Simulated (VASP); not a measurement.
**FeRe: single point with LDA**

The system is FeRe.

```
CELL_PARAMETERS angstrom
2.68871 0.00000 0.00000
-1.34436 2.32849 0.00000
0.00000 0.00000 4.13993
ATOMIC_POSITIONS crystal
Fe 0.66667 0.33333 0.50000
Re 0.33333 0.66667 0.00000
```

```json
{
 "Program": "VASP 6.6.1",
 "Task": "single point",
 "Functional": "LDA",
 "Potentials or basis": "VASP PAW LDA potentials, release 64 (Fe, Re)",
 "Cutoff": "520 eV",
 "k mesh": "10 × 10 × 12",
 "Occupations": "fermi-dirac, width 0.1 eV",
 "Spin": "collinear spin, ferromagnetic start",
 "Starting moments": "[3.0, 1.5] μB"
}
```

```
Pressure                                              : -19.0 GPa
Net moment                                            : 0.00 μB per cell
Valence electrons inside the program's atomic spheres : Fe 7.35; Re 6.20
```

Stress tensor (GPa, compression positive):
```
-19.66   0.00   0.00
  0.00 -19.66   0.00
  0.00   0.00 -17.59
```

Levels at points of the mesh, in eV from the Fermi level:
Spin up:
```csv
k point,band 5,band 6,band 7,band 8,band 9,band 10,band 11,band 12
"(0.00, 0.00, 0.00)",-1.16,-0.89,-0.89,-0.74,-0.74,1.02,2.48,2.48
"(0.50, 0.00, 0.00)",-1.86,-1.16,-0.69,0.58,2.63,2.92,4.57,7.26
"(0.00, 0.00, 0.50)",-2.07,-1.68,-1.45,-1.45,0.50,0.50,2.41,2.41
"(0.50, 0.00, 0.50)",-0.68,-0.02,0.22,0.81,1.20,2.37,3.65,4.59
```
Spin down:
```
           k point  band 5  band 6  band 7  band 8  band 9  band 10  band 11  band 12
(0.00, 0.00, 0.00)   -1.16   -0.89   -0.89   -0.74   -0.74     1.02     2.48     2.48
(0.50, 0.00, 0.00)   -1.86   -1.16   -0.69    0.58    2.63     2.92     4.57     7.26
(0.00, 0.00, 0.50)   -2.07   -1.68   -1.45   -1.45    0.50     0.50     2.41     2.41
(0.50, 0.00, 0.50)   -0.68   -0.02    0.22    0.81    1.20     2.37     3.65     4.59
```

Wall time 82 s on 1 thread of Intel(R) Xeon(R) Platinum 8259CL CPU @ 2.50GHz (Skylake/Cascade Lake) (shared host), peak memory 0.19 GiB.

Caveat: the cell stands under tension; spin-orbit coupling is left out, which moves the levels of the heavy elements.
